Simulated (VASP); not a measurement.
Set up this calculation in VASP 6.6.1, as the native input.

```yaml
Task: single point
Functional: r2SCAN
Potentials_or_basis: VASP PAW PBE potentials, release 64 (Na_pv, H)
Cutoff: 520 eV
k_mesh: 16 × 16 × 16
Occupations: fermi-dirac, width 0.1 eV
Spin: no spin polarisation
Dipole_correction: no
Further_INCAR_settings: ALGO = Normal; EDIFF = 1e-07; NBANDS = 11
```

Crystal: NaH (zincblende type).

```
Na H
1.0
     0.00000    2.30550    2.30550
     2.30550    0.00000    2.30550
     2.30550    2.30550    0.00000
Na H
1 1
Direct
  0.00000 0.00000 0.00000
  0.25000 0.25000 0.25000
```

These files were run (other wordings do the same):

POSCAR

```
NaH
1.0
    0.0000000000      2.3054963627      2.3054963627
    2.3054963627      0.0000000000      2.3054963627
    2.3054963627      2.3054963627      0.0000000000
Na H
1 1
Direct
    0.0000000000      0.0000000000      0.0000000000
    0.2500000000      0.2500000000      0.2500000000
```

INCAR.step1

```
ALGO = Normal ; EDIFF = 1E-4
ENCUT = 520 ; GGA = PE
ISMEAR = -1 ; LASPH = T
LCHARG = F ; LREAL = F
LWAVE = T ; NBANDS = 11
NELM = 60 ; PREC = Accurate
SIGMA = 0.1
```

INCAR.step2

```
ALGO = Normal ; EDIFF = 1E-7
ENCUT = 520 ; ISIF = 2
ISMEAR = -1 ; ISTART = 1
LASPH = T ; LCHARG = F
LMIXTAU = T ; LREAL = F
LWAVE = F ; METAGGA = R2SCAN
NBANDS = 11 ; NELM = 60
PREC = Accurate ; SIGMA = 0.1
```

KPOINTS

```
k-points
0
Gamma
  16 16 16
```

Potentials or basis: VASP PAW PBE potentials, release 64 (Na_pv, H).

Command:

```sh
$ cat potpaw_PBE.64/Na_pv/POTCAR potpaw_PBE.64/H/POTCAR > POTCAR
$ cp INCAR.step1 INCAR
$ mpirun -np 1 vasp_std > vasp.out
$ cp INCAR.step2 INCAR
$ mpirun -np 1 vasp_std > vasp.out
```

Results of the run:

```yaml
Pressure: 12.3 GPa
Band_gap_on_the_k_mesh: 4.36 eV (least direct gap 5.31 eV)
```

Caveat: the cell stands under pressure; the PAW data sets were made with another functional, which shifts forces and pressure a little.

It took 39 s on 1 thread of Intel(R) Xeon(R) 6975P-C (Granite Rapids) (shared host), peak memory 0.15 GiB.
